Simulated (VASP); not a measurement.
Wanted: the native input for a VASP 6.6.1 run.

```
Task                   : single point
Functional             : r2SCAN
Potentials or basis    : VASP PAW PBE potentials, release 64 (B, P)
Cutoff                 : 520 eV
k mesh                 : 10 × 10 × 10
Occupations            : gaussian, width 0.02 eV
Spin                   : no spin polarisation
Dipole correction      : no
Further INCAR settings : ALGO = Normal; EDIFF = 1e-06; NBANDS = 11
```

Crystal: BP.

```xyz
2
Lattice="0.0000 2.2907 2.2907 2.2907 0.0000 2.2907 2.2907 2.2907 0.0000" Properties=species:S:1:pos:R:3 pbc="T T T"
B     0.0000    0.0000    0.0000
P     1.1454    1.1454    1.1454
```

The input as run:

POSCAR

```
BP
1.0
    0.0000000000      2.2907263550      2.2907263550
    2.2907263550      0.0000000000      2.2907263550
    2.2907263550      2.2907263550      0.0000000000
B P
1 1
Direct
    0.0000000000      0.0000000000      0.0000000000
    0.2500000000      0.2500000000      0.2500000000
```

INCAR.step1

```
PREC = Accurate
ENCUT = 520
ISMEAR = 0
SIGMA = 0.02
LREAL = False
LASPH = True
NELM = 80
NBANDS = 11
GGA = PE
ALGO = Normal
EDIFF = 1E-4
LWAVE = True
LCHARG = False
```

INCAR.step2

```
PREC = Accurate
ENCUT = 520
EDIFF = 1E-6
ISMEAR = 0
SIGMA = 0.02
LREAL = False
LASPH = True
NELM = 80
ALGO = Normal
ISIF = 2
LWAVE = False
LCHARG = False
METAGGA = R2SCAN
LMIXTAU = True
NBANDS = 11
ISTART = 1
```

KPOINTS

```
regular mesh
0
Gamma
  10 10 10
```

Potentials or basis: VASP PAW PBE potentials, release 64 (B, P).

Command:

```sh
$ cat potpaw_PBE.64/B/POTCAR potpaw_PBE.64/P/POTCAR > POTCAR
$ cp INCAR.step1 INCAR
$ mpirun -np 1 vasp_std > vasp.out
$ cp INCAR.step2 INCAR
$ mpirun -np 1 vasp_std > vasp.out
```

Results of the run:

```json
{"Pressure": "-5.2 GPa", "Band gap on the k mesh": "1.48 eV (least direct gap 3.60 eV)"}
```

Caveat: the cell stands under tension; the PAW data sets were made with another functional, which shifts forces and pressure a little.

Wall time 17 s on 1 thread of Intel(R) Xeon(R) 6975P-C (Granite Rapids) (shared host), peak memory 0.14 GiB.
